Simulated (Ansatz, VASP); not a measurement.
**InAs in VASP and in Ansatz**

```
In As
1.0
     4.37484    0.00000    0.00000
     0.00000    6.18695    0.00000
     0.00000    0.00000   22.56230
In As
4 4
Direct
  0.00000 0.87500 0.35457
  0.50000 0.37500 0.45152
  0.00000 0.87500 0.54848
  0.50000 0.37500 0.64543
  0.50000 0.62500 0.35457
  0.00000 0.12500 0.45152
  0.50000 0.62500 0.54848
  0.00000 0.12500 0.64543
```

Alike in both runs: task single point; functional PBE; k mesh 6 × 4 × 1; occupations fermi-dirac, width 0.02 eV; no spin polarisation.

```csv
,VASP,Ansatz
version,VASP 6.6.1,Ansatz 0.2.0
potentials or method,"VASP PAW PBE potentials, release 64 (In_d, As)","PAW with Ansatz's default frozen-core files, scalar-relativistic"
plane-wave cutoff (eV),520,420
valence electrons in the cell,72,112
```

VASP gave:

```
rms of the force components (eV/Å) : 0.467
```

Q: What did Ansatz give for the same quantities?

A: rms of the force components (eV/Å): 0.469.

The functional is the same, so the differences come from potentials, cutoffs and numerics. VASP's potentials hold 72 valence electrons a cell and Ansatz's 112, so a difference there can come from the potentials and not from the codes.
